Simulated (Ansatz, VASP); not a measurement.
**Two plane-wave programs on Ba2C**

Contents of POSCAR:

```
Ba2C
1.0
    0.0000000000      3.4350646621      3.4350646621
    3.4350646621      0.0000000000      3.4350646621
    3.4350646621      3.4350646621      0.0000000000
C Ba
1 2
Direct
    0.0000000000      0.0000000000      0.0000000000
    0.2500000000      0.2500000000      0.2500000000
    0.7500000000      0.7500000000      0.7500000000
```

Contents of INCAR.step1:

```
SYSTEM = Ba2C
ALGO = Normal
EDIFF = 1E-5
ENCUT = 1430
GGA = PE
GGA_COMPAT = .FALSE.
ISMEAR = -1
LASPH = .TRUE.
LCHARG = .FALSE.
LREAL = .FALSE.
LWAVE = .TRUE.
NBANDS = 19
NELM = 120
PREC = Accurate
SIGMA = 0.02
```

The input INCAR.step2:

```
SYSTEM = Ba2C
ALGO = Normal
EDIFF = 1E-6
ENCUT = 1430
GGA_COMPAT = .FALSE.
ISIF = 2
ISMEAR = -1
ISTART = 1
LASPH = .TRUE.
LCHARG = .FALSE.
LMIXTAU = .TRUE.
LREAL = .FALSE.
LWAVE = .FALSE.
METAGGA = R2SCAN
NBANDS = 19
NELM = 120
PREC = Accurate
SIGMA = 0.02
```

Contents of KPOINTS:

```
k-points
0
G
  6 6 6
  0 0 0
```

Input for Ansatz:

```yaml
crystal:
  lattice:
    - [0.0, 3.4350646621, 3.4350646621]
    - [3.4350646621, 0.0, 3.4350646621]
    - [3.4350646621, 3.4350646621, 0.0]
  atoms:
    - { symbol: C, position: [0.0, 0.0, 0.0] }
    - { symbol: Ba, position: [0.25, 0.25, 0.25] }
    - { symbol: Ba, position: [0.75, 0.75, 0.75] }
kpoints:
  mp_grid: { grid: [6, 6, 6] }
hamiltonian:
  xc: r2scan
scf:
  occupations: { method: fermi_dirac, width: 0.02 }
  n_extra_bands: 4
output:
  forces: true
  stress: true
  eigenvalues: true
```

Alike in both runs: task single point; functional r2SCAN; k mesh 6 × 6 × 6; occupations fermi-dirac, width 0.02 eV; no spin polarisation.

```csv
,VASP,Ansatz
version,VASP 6.6.1,Ansatz 0.2.0
potentials or method,"VASP PAW PBE potentials, release 64 (C_h, Ba_sv)","plane waves, PAW"
plane-wave cutoff (eV),1430,500
valence electrons in the cell,24,24
```

|  | VASP | Ansatz | Ansatz less VASP |
| --- | --- | --- | --- |
| pressure (GPa) | 4.3 | 2.6 | -1.72 |

VASP's potentials were made for PBE, not for r2SCAN. The functional is the same, so the differences come from potentials, cutoffs and numerics.

Spin-orbit coupling is off throughout.
